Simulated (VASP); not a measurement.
**Rb2Cu: relaxation of cell and atoms with PBE**

Rb2Cu:

```
Rb Cu
1.0
     4.41551    0.00000    0.00000
    -2.20775    3.82394    0.00000
     0.00000    0.00000    5.11859
Rb Cu
2 1
Direct
  0.33333 0.66667 0.50000
  0.66667 0.33333 0.50000
  0.00000 0.00000 0.00000
```

The cell was generated, and may not be a known phase.

```yaml
Program: VASP 6.6.1
Task: relaxation of cell and atoms
Functional: PBE
Potentials_or_basis: VASP PAW PBE potentials, release 64 (Rb_sv, Cu)
Cutoff: 600 eV
k_mesh: 6 × 6 × 4
Occupations: gaussian, width 0.1 eV
Spin: no spin polarisation
Dipole_correction: no
Further_INCAR_settings: ALGO = Normal; EDIFF = 1e-06; IBRION = 2; EDIFFG = -0.04; NSW = 90; ISIF = 3
```

```
Relaxed volume                        : 45.91 Å³/atom
Relaxed cell                          : a = 6.173 Å, b = 6.173 Å, c = 4.173 Å, α = 90.00°, β = 90.00°, γ = 120.00°
Space group after relaxing (to 0.1 Å) : P6/mmm (No. 191)
Energy gained by relaxing             : 1289.9 meV/atom
Ionic steps                           : 12
Pressure after relaxing               : 0.0 GPa
Band gap on the k mesh                : zero (an odd number of electrons rules out a gap without spin polarisation)
```

Step by step:
| step | energy change (eV) | largest force (eV/Å) | pressure (GPa) | volume (Å³) |
| --- | --- | --- | --- | --- |
| 1 | 0.0000 | 0.0000 | 17.51 | 86.43 |
| 2 | -3.3276 | 0.0000 | 1.06 | 129.42 |
| 3 | -3.5297 | 0.0000 | 0.26 | 139.95 |
| 4 | -3.7014 | 0.0000 | -0.68 | 161.96 |
| 5 | -3.7050 | 0.0000 | -0.71 | 164.61 |
| 6 | -3.7057 | 0.0000 | -0.78 | 166.37 |
| 7 | -3.7759 | 0.0000 | -0.71 | 160.06 |
| 8 | -3.8412 | 0.0000 | -0.56 | 151.45 |
| 9 | -3.8116 | 0.0000 | 0.03 | 134.24 |
| 10 | -3.8588 | 0.0000 | -0.38 | 144.77 |
| 11 | -3.8681 | 0.0000 | -0.12 | 140.24 |
| 12 | -3.8698 | 0.0000 | -0.01 | 137.72 |

Final structure:
```cif
data_structure
_symmetry_space_group_name_H-M 'P 1'
_symmetry_Int_Tables_number 1
_cell_length_a 6.1730
_cell_length_b 6.1730
_cell_length_c 4.1732
_cell_angle_alpha 90.000
_cell_angle_beta 90.000
_cell_angle_gamma 120.000
_cell_volume 137.72
loop_
_atom_site_label
_atom_site_type_symbol
_atom_site_fract_x
_atom_site_fract_y
_atom_site_fract_z
_atom_site_occupancy
Rb1 Rb 0.33333 0.66667 0.50000 1
Rb2 Rb 0.66667 0.33333 0.50000 1
Cu1 Cu 0.00000 0.00000 0.00000 1
```

Levels at points of the mesh, in eV from the Fermi level:
```tsv
k point	band 10	band 11	band 12	band 13	band 14	band 15	band 16	band 17	band 18
(0.00, 0.00, 0.00)	-1.75	-1.73	-1.73	-1.64	-1.64	1.19	1.19	1.48	2.74
(0.50, 0.00, 0.00)	-1.78	-1.71	-1.69	-1.64	-1.64	-1.02	1.09	1.36	3.09
(0.00, 0.00, 0.50)	-1.75	-1.75	-1.74	-1.74	-1.17	-0.42	1.95	1.95	2.30
(0.50, 0.00, 0.50)	-1.76	-1.73	-1.71	-1.70	-1.19	0.66	0.77	0.84	2.08
```

It took 5.2 min on 1 thread of AMD EPYC 7R13 Processor (Zen 3) (shared host), peak memory 0.21 GiB.

Caveat: the volume moved by over 15 % at a fixed basis, so the end points are rough.
